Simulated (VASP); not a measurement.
# HfN (Fm-3m) in VASP: a series of runs

Runs on HfN. Level: PBE. Tasks: single point, relaxation of cell and atoms.

Program: VASP 6.6.1. These are calculated values, not measurements. Logs are shortened: lines on timing, memory, paths and dates and some standing lists are left out, and cuts for length are marked.

## 1. The cell of the first run

The structure is cubic, space group Fm-3m (No. 225). The conventional cell has a = 4.471 Å, b = 4.471 Å, c = 4.471 Å, α = 90.00°, β = 90.00°, γ = 90.00°. Hf (site symmetry m-3m) has 6 N at 2.24 Å within 3.0 Å. N (site symmetry m-3m) has 6 Hf at 2.24 Å within 3.0 Å.

## 2. Single point, PBE

Input file INCAR:

```
SYSTEM = HfN
PREC     = Accurate       ! precision mode
ENCUT    = 520            ! plane-wave cutoff, eV
EDIFF    = 1E-6           ! SCF threshold, eV
ISMEAR   = 1              ! smearing method
SIGMA    = 0.1            ! smearing width, eV
LREAL    = .False.        ! projectors in reciprocal space
LASPH    = .True.         ! aspherical terms in the spheres
NELM     = 100            ! most SCF steps
ALGO     = Normal         ! electronic algorithm
ISIF     = 2              ! what is computed and relaxed
LWAVE    = .False.        ! write WAVECAR
LCHARG   = .False.        ! write CHGCAR
GGA      = PE             ! functional
NBANDS   = 14             ! bands
```

Input file KPOINTS:

```
regular mesh
0
Gamma
  18 18 18
  0 0 0
```

Input file POSCAR:

```
HfN
1.0
    0.0000000000      2.2354791452      2.2354791452
    2.2354791452      0.0000000000      2.2354791452
    2.2354791452      2.2354791452      0.0000000000
Hf N
1 1
Direct
    0.0000000000      0.0000000000      0.0000000000
    0.5000000000      0.5000000000      0.5000000000
```

Potentials or basis: VASP PAW PBE potentials, release 64 (Hf_pv, N).

Started as:

```bash
$ cat potpaw_PBE.64/Hf_pv/POTCAR potpaw_PBE.64/N/POTCAR > POTCAR
$ mpirun -np 1 vasp_std > vasp.out
```

OUTCAR:

```text
SYSTEM = HfN
   PREC = Accurate
   ENCUT = 520
   EDIFF = 1E-6
   ISMEAR = 1
   LREAL = .False.
   LASPH = .True.
   NELM = 100
   ISIF = 2
   GGA = PE

 ion  position               nearest neighbor table
   1  0.000  0.000  0.000-   2 2.24   2 2.24   2 2.24   2 2.24   2 2.24   2 2.24
   2  0.500  0.500  0.500-   1 2.24   1 2.24   1 2.24   1 2.24   1 2.24   1 2.24

  LATTYP: Found a face centered cubic cell.
 ALAT       =     4.4709582904

  Lattice vectors:

 A1 = (   0.0000000000,   2.2354791452,   2.2354791452)
 A2 = (   2.2354791452,   0.0000000000,   2.2354791452)
 A3 = (   2.2354791452,   2.2354791452,   0.0000000000)

Analysis of symmetry for initial positions (statically):
=====================================================================
 Subroutine PRICEL returns:
 Original cell was already a primitive cell.

 Routine SETGRP: Setting up the symmetry group for a
 face centered cubic supercell.

 Subroutine GETGRP returns: Found 48 space group operations
 (whereof 48 operations were pure point group operations)
 out of a pool of 48 trial point group operations.

The static configuration has the point symmetry O_h .

Analysis of symmetry for dynamics (positions and initial velocities):
=====================================================================
 Subroutine PRICEL returns:
 Original cell was already a primitive cell.

 Routine SETGRP: Setting up the symmetry group for a
 face centered cubic supercell.

 Subroutine GETGRP returns: Found 48 space group operations
 (whereof 48 operations were pure point group operations)
 out of a pool of 48 trial point group operations.

The dynamic configuration has the point symmetry O_h .

 Subroutine INISYM returns: Found 48 space group operations
 (whereof 48 operations are pure point group operations),
 and found     1 'primitive' translations

----------------------------------------------------------------------------------------

                                     Primitive cell

  volume of cell :      22.3430

  direct lattice vectors                    reciprocal lattice vectors
     0.000000000  2.235479145  2.235479145    -0.223665696  0.223665696  0.223665696
     2.235479145  0.000000000  2.235479145     0.223665696 -0.223665696  0.223665696
     2.235479145  2.235479145  0.000000000     0.223665696  0.223665696 -0.223665696

  length of vectors
     3.161444926  3.161444926  3.161444926     0.387400350  0.387400350  0.387400350

  position of ions in fractional coordinates (direct lattice)
     0.000000000  0.000000000  0.000000000
     0.500000000  0.500000000  0.500000000

  ion indices of the primitive-cell ions
   primitive index   ion index
                 1           1
                 2           2

----------------------------------------------------------------------------------------

 KPOINTS: regular mesh

Automatic generation of k-mesh.
 Grid dimensions read from file:
 generate k-points for:   18   18   18

 Generating k-lattice:

  Cartesian coordinates                     Fractional coordinates (reciprocal lattice)
    -0.012425872  0.012425872  0.012425872     0.055555556  0.000000000  0.000000000
     0.012425872 -0.012425872  0.012425872     0.000000000  0.055555556  0.000000000
     0.012425872  0.012425872 -0.012425872     0.000000000  0.000000000  0.055555556

  Length of vectors
     0.021522242  0.021522242  0.021522242

  Shift w.r.t. Gamma in fractional coordinates (k-lattice)
     0.000000000  0.000000000  0.000000000

 Subroutine IBZKPT returns following result:
 ===========================================

 Found    195 irreducible k-points:

 Following reciprocal coordinates:
            Coordinates               Weight
  0.000000  0.000000  0.000000      1.000000
  0.055556  0.000000  0.000000      8.000000
  0.111111  0.000000  0.000000      8.000000
  0.166667  0.000000  0.000000      8.000000
  0.222222  0.000000  0.000000      8.000000
  0.277778  0.000000  0.000000      8.000000
[... 16 lines left out ...]
 -0.277778  0.055556  0.000000     24.000000
 -0.222222  0.055556  0.000000     24.000000
 [... further k-points ...]
   k-points           NKPTS =    195   k-points in BZ     NKDIM =    195   number of bands    NBANDS=     14
   number of dos      NEDOS =    301   number of ions     NIONS =      2
   total plane-waves  NPLWV =  13824
   dimension x,y,z NGX =    24 NGY =   24 NGZ =   24
   dimension x,y,z NGXF=    48 NGYF=   48 NGZF=   48
   ions per type =               1   1
   NGX,Y,Z   is equivalent  to a cutoff of  12.62, 12.62, 12.62 a.u.
   NGXF,Y,Z  is equivalent  to a cutoff of  25.24, 25.24, 25.24 a.u.
 SYSTEM =  HfN
   PREC   = accura    normal or accurate (medium, high low for compatibility)
   ISTART =      0    job   : 0-new  1-cont  2-samecut
   ICHARG =      2    charge: 1-file 2-atom 10-const
   ISPIN  =      1    spin polarized calculation?
   LNONCOLLINEAR =      F non collinear calculations
   LSORBIT =      F    spin-orbit coupling
   LASPH  =      T    aspherical Exc in radial PAW
   ENCUT  =  520.0 eV  38.22 Ry    6.18 a.u.   5.88  5.88  5.88*2*pi/ulx,y,z
   NELM   =    100;   NELMIN=  2; NELMDL= -5     # of ELM steps
   EDIFF  = 0.1E-05   stopping-criterion for ELM
   LREAL  =      F    real-space projection
   EDIFFG = 0.1E-04   stopping-criterion for IOM
   NSW    =      0    number of steps for IOM
   IBRION =     -1    ionic relax: 0-MD 1-quasi-New 2-CG
   NFREE  =      0    steps in history (QN), initial steepest desc. (CG)
   ISIF   =      2    stress and relaxation
   ISYM   =      2    0-nonsym 1-usesym 2-fastsym
   POTIM  = 0.5000    time-step for ionic-motion
   TEBEG  =    0.0;   TEEND  =   0.0 temperature during run
   PSTRESS=    0.0 pullay stress
   NELECT =      15.0000    total number of electrons
   NUPDOWN=      -1.0000    fix difference up-down
   EMIN   =  10.00;   EMAX   =-10.00  energy-range for DOS
   EFERMI =   0.00;   METHOD = LEGACY
   ISMEAR =     1;   SIGMA  =   0.10  broadening in eV -4-tet -1-fermi 0-gaus
   EFERMI_NEDOS =   21; number of points for ismear=-14 and -15
   IALGO  =     38    algorithm
   IMIX   =      4    mixing-type and parameters
     AMIX     =   0.40;   BMIX     =  1.00
     AMIX_MAG =   1.60;   BMIX_MAG =  1.00
  volume/ion in A,a.u.               =      11.17        75.39
  Fermi-wavevector in a.u.,A,eV,Ry     =   1.433479  2.708882 27.958090  2.054862
  Thomas-Fermi vector in A             =   2.552993
   LORBIT       =      0    0 simple, 1 ext, 2 COOP (PROOUT), +10 PAW based schemes
   GGA     = PE    functional components
   LHFCALC =     F    Hartree Fock is set to
   AEXX    =    0.0000 exact exchange contribution
   IVDW    =     0    specifies the selected vdW correction
   LEPSILON=     F    determine dielectric tensor
   LRPA    =     F    only Hartree local field effects (RPA)
 non-spin polarized calculation
 Methfessel and Paxton  Order N= 1 SIGMA  =   0.10
  energy-cutoff  :      520.00
  volume of cell :       22.34
 maximum number of plane-waves:       620
   NGX = 11   NGY = 11   NGZ = 11

 number of electron      15.0000001 magnetization

 Free energy of the ion-electron system (eV)
  ---------------------------------------------------
  ext. energy  EPLUGINS =         0.00000000
  ---------------------------------------------------
  free energy    TOTEN  =       -21.71953235 eV

  energy without entropy =      -21.71973089  energy(sigma->0) =      -21.71959853

 E-fermi :   8.6620     XC(G=0): -12.8984

 val. band max:        8.6400814742   @ k =   0.4444   0.2222   0.1111
 cond. band min:       8.6862071587   @ k =  -0.1111   0.0556   0.0000
 fundamental gap:      0.0461256845
 Fermi energy:         8.6620104232

 k-point     1 :       0.0000    0.0000    0.0000
  band No.  band energies     occupation
      1     -22.3598      2.00000
      2     -22.3598      2.00000
      3     -22.3598      2.00000
      4      -9.0295      2.00000
      5       5.6025      2.00000
      6       5.6025      2.00000
      7       5.6025      2.00000
      8       8.3035      2.00000
      9       8.3035      2.00000
     10       8.3035      2.00000
     11      10.7142      0.00000
     12      10.7142      0.00000
     13      10.7705      0.00000
     14      18.3090      0.00000

 k-point     2 :       0.0556    0.0000    0.0000
  band No.  band energies     occupation
      1     -22.3961      2.00000
      2     -22.3627      2.00000
      3     -22.3627      2.00000
      4      -8.9525      2.00000
      5       5.2714      2.00000
      6       5.4050      2.00000
      7       5.4050      2.00000
      8       8.4010      2.00140
      9       8.4155      2.00270
     10       8.4155      2.00270
     11      10.9682      0.00000
     12      10.9682      0.00000
     13      11.0007      0.00000
     14      18.5631      0.00000

 k-point     3 :       0.1111    0.0000    0.0000
  band No.  band energies     occupation
      1     -22.4989      2.00000
      2     -22.3710      2.00000
      3     -22.3710      2.00000
      4      -8.7298      2.00000
      5       4.4940      2.00000
      6       4.9283      2.00000
      7       4.9283      2.00000
      8       8.5817      1.98156
      9       8.7141      0.23757
     10       8.7141      0.23757
     11      11.6081      0.00000
     12      11.6451      0.00000
     13      11.6451      0.00000
     14      19.2816      0.00000
[... 324 lines left out ...]
 k-point    23 :      -0.2778    0.0556    0.0000
  band No.  band energies     occupation
      1     -23.0748      2.00000
      2     -22.4589      2.00000
      3     -22.4085      2.00000
      4      -7.2853      2.00000
      5       1.3472      2.00000
      6       2.9933      2.00000
      7       3.3236      2.00000
      8       9.5371     -0.00000
      9      10.3232     -0.00000
     10      11.2689      0.00000
     11      13.7426      0.00000
     12      14.9649      0.00000
     13      15.7199      0.00000
     14      21.0150      0.00000

 k-point    24 :      -0.2222    0.0556    0.0000
  band No.  band energies     occupation
      1     -22.8982      2.00000
      2     -22.4417      2.00000
      3     -22.3912      2.00000
      4      -7.7582      2.00000
      5       2.1774      2.00000
      6       3.4243      2.00000
      7       3.8180      2.00000
      8       9.1053     -0.00000
      9       9.6556     -0.00000
     10      10.5594     -0.00000
     11      12.8759      0.00000
     12      14.1487      0.00000
     13      14.6380      0.00000
     14      21.0256      0.00000

 [... further k-points ...]
[... 5 lines left out ...]
  --------------------------------------------------------------------------------------
  -------------------------------------------------------------------------------------
  Total        1.7459005      1.7459005      1.7459005      0.0000000      0.0000000      0.0000000
  in kB      125.1953507    125.1953507    125.1953507      0.0000000      0.0000000      0.0000000
  external PRESSURE =     125.1953507 kB  Pullay stress =       0.0000000 kB

 VOLUME and BASIS-vectors are now :
 -----------------------------------------------------------------------------
  energy-cutoff  :      520.00
  volume of cell :       22.34
      direct lattice vectors                 reciprocal lattice vectors
     0.000000000  2.235479145  2.235479145    -0.223665696  0.223665696  0.223665696
     2.235479145  0.000000000  2.235479145     0.223665696 -0.223665696  0.223665696
     2.235479145  2.235479145  0.000000000     0.223665696  0.223665696 -0.223665696

 POSITION                                       TOTAL-FORCE (eV/Angst)
 -----------------------------------------------------------------------------------
      0.00000      0.00000      0.00000        -0.000000     -0.000000     -0.000000
      2.23548      2.23548      2.23548         0.000000      0.000000      0.000000
 -----------------------------------------------------------------------------------
    total drift:                                0.000000     -0.000000     -0.000000

  FREE ENERGIE OF THE ION-ELECTRON SYSTEM (eV)
  ---------------------------------------------------
  free  energy   TOTEN  =       -21.7195323474 eV

  energy  without entropy=      -21.7197308947  energy(sigma->0) =      -21.71959853
```

It took 74 s on 1 thread of AMD EPYC 7R43 (Zen 3), shared host; peak memory 0.15 GiB.

Results:

* Free energy: -21.7195 eV
* Pressure: 12.5 GPa

Levels at points of the mesh, in eV from the Fermi level:
```csv
k point,band 4,band 5,band 6,band 7,band 8,band 9,band 10,band 11,band 12,band 13
"(0.00, 0.00, 0.00)",-17.69,-3.06,-3.06,-3.06,-0.36,-0.36,-0.36,2.05,2.05,2.11
"(0.50, 0.00, 0.00)",-14.79,-9.07,-6.34,-6.34,3.43,3.87,3.87,4.60,9.23,9.23
"(0.50, 0.50, 0.00)",-16.59,-5.40,-3.95,-3.70,-3.70,4.28,5.78,5.78,5.98,8.42
```

Caveat: spin-orbit coupling is left out, which moves the levels of the heavy elements.

## 3. Relaxation of cell and atoms, PBE, target pressure 15 GPa, at which the enthalpy is minimised

This run uses another cell than the first one, of 11.48 Å³/atom, 1.028 times its volume.

Input file INCAR:

```
ALGO     = Normal         # electronic algorithm
EDIFF    = 1E-6           # SCF threshold, eV
EDIFFG   = -0.002         # ionic threshold
ENCUT    = 600            # plane-wave cutoff, eV
GGA      = PE             # functional
IBRION   = 2              # ionic algorithm
ISIF     = 3              # what is computed and relaxed
ISMEAR   = 1              # smearing method
LASPH    = True           # aspherical terms in the spheres
LCHARG   = False          # write CHGCAR
LREAL    = False          # projectors in reciprocal space
LWAVE    = False          # write WAVECAR
NELM     = 100            # most SCF steps
NSW      = 80             # ionic steps
PREC     = Accurate       # precision mode
PSTRESS  = 150.0        
SIGMA    = 0.1            # smearing width, eV
```

Input file KPOINTS:

```
k-points
0
Gamma
  18 18 18
```

Input file POSCAR:

```
HfN
1.0
    0.0000000000      2.2560000000      2.2560000000
    2.2560000000      0.0000000000      2.2560000000
    2.2560000000      2.2560000000      0.0000000000
Hf N
1 1
Direct
    0.0000000000      0.0000000000      0.0000000000
    0.5000000000      0.5000000000      0.5000000000
```

Potentials or basis: VASP PAW PBE potentials, release 64 (Hf_pv, N).

Started as:

```bash
$ cat potpaw_PBE.64/Hf_pv/POTCAR potpaw_PBE.64/N/POTCAR > POTCAR
$ mpirun -np 1 vasp_std > vasp.out
```

Run time: 2.4 min. Hardware: 1 thread of Intel Xeon Platinum 8488C (Sapphire Rapids), shared host; peak memory 0.23 GiB.

The run converged. Its results:

| Property | Result |
| --- | --- |
| Free energy | -21.7074 eV |
| Relaxed volume | 11.08 Å³/atom |
| Relaxed cell | a = 3.153 Å, b = 3.153 Å, c = 3.153 Å, α = 60.00°, β = 60.00°, γ = 60.00° |
| Space group after relaxing (to 0.05 Å) | Fm-3m (No. 225) |
| Energy change on relaxing (the enthalpy is what falls) | +23.2 meV/atom |
| Ionic steps | 7 |
| Pressure after relaxing | 15.0 GPa |

The path:
```
step  energy change (eV)  largest force (eV/Å)  pressure (GPa)  volume (Å³)
   1              0.0000                0.0000            4.05        22.96
   2              0.3656                0.0000           46.76        20.45
   3              0.0444                0.0000           14.67        22.19
   4              0.0462                0.0000           14.97        22.17
   5              0.0477                0.0000           15.21        22.15
   6              0.0440                0.0000           14.61        22.19
   7              0.0464                0.0000           15.00        22.17
```

Final structure:
```
Hf N
1.0
     0.00000    2.22964    2.22964
     2.22964    0.00000    2.22964
     2.22964    2.22964    0.00000
Hf N
1 1
Direct
  0.00000 0.00000 0.00000
  0.50000 0.50000 0.50000
```

Levels at points of the mesh, in eV from the Fermi level:
| k point | band 6 | band 7 | band 8 | band 9 | band 10 | band 11 |
| --- | --- | --- | --- | --- | --- | --- |
| (0.00, 0.00, 0.00) | -3.07 | -3.07 | -0.36 | -0.36 | -0.36 | 2.07 |
| (0.50, 0.00, 0.00) | -6.38 | -6.38 | 3.47 | 3.92 | 3.92 | 4.65 |
| (0.50, 0.50, 0.00) | -3.98 | -3.71 | -3.71 | 4.32 | 5.84 | 5.84 |

Caveat: the cell is relaxed towards a set pressure, so the enthalpy falls and the energy may rise; spin-orbit coupling is left out, which moves the levels of the heavy elements.
